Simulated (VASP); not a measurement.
Write the native input for VASP 6.6.1 that does the following.

| Property | Result |
| --- | --- |
| Task | single point |
| Functional | PBEsol |
| Potentials or basis | VASP PAW PBE potentials, release 64 (I) |
| Cutoff | 520 eV |
| k mesh | 12 × 12 × 18 |
| Occupations | gaussian, width 0.1 eV |
| Spin | no spin polarisation |
| Dipole correction | no |
| Further INCAR settings | ALGO = Normal; EDIFF = 1e-06; NBANDS = 10 |

The structure of I lies in POSCAR:

```
I
1.0
    2.3648888675     -3.6833429493     -0.1625419801
    2.3648888675      3.6833429493     -0.1625419801
   -1.6625851028      0.0000000000      2.3978269827
I
1
Direct
    0.5000000000      0.5000000000      0.5000000000
```

The input as run:

INCAR

```
  ALGO = Normal
  EDIFF = 1E-6
  ENCUT = 520
  GGA = PS
  ISIF = 2
  ISMEAR = 0
  LASPH = T
  LCHARG = T
  LELF = T
  LREAL = F
  LVHAR = T
  LWAVE = F
  NBANDS = 10
  NELM = 100
  PREC = Accurate
  SIGMA = 0.1
```

KPOINTS

```
k-points
0
Gamma
  12 12 18
```

Potentials or basis: VASP PAW PBE potentials, release 64 (I).

The run is started by

```bash
$ cat potpaw_PBE.64/I/POTCAR > POTCAR
$ mpirun -np 1 vasp_std > vasp.out
```

Results of the run:

The pressure is 0.0 GPa.

Caveat: the PAW data sets were made with another functional, which shifts forces and pressure a little; an odd number of electrons without spin polarisation forces a metal; a magnetic or distorted state may lie lower.

Wall time 3.4 min on 1 thread of Intel(R) Xeon(R) Platinum 8124M CPU @ 3.00GHz (Skylake/Cascade Lake), on a shared host, peak memory 0.39 GiB.
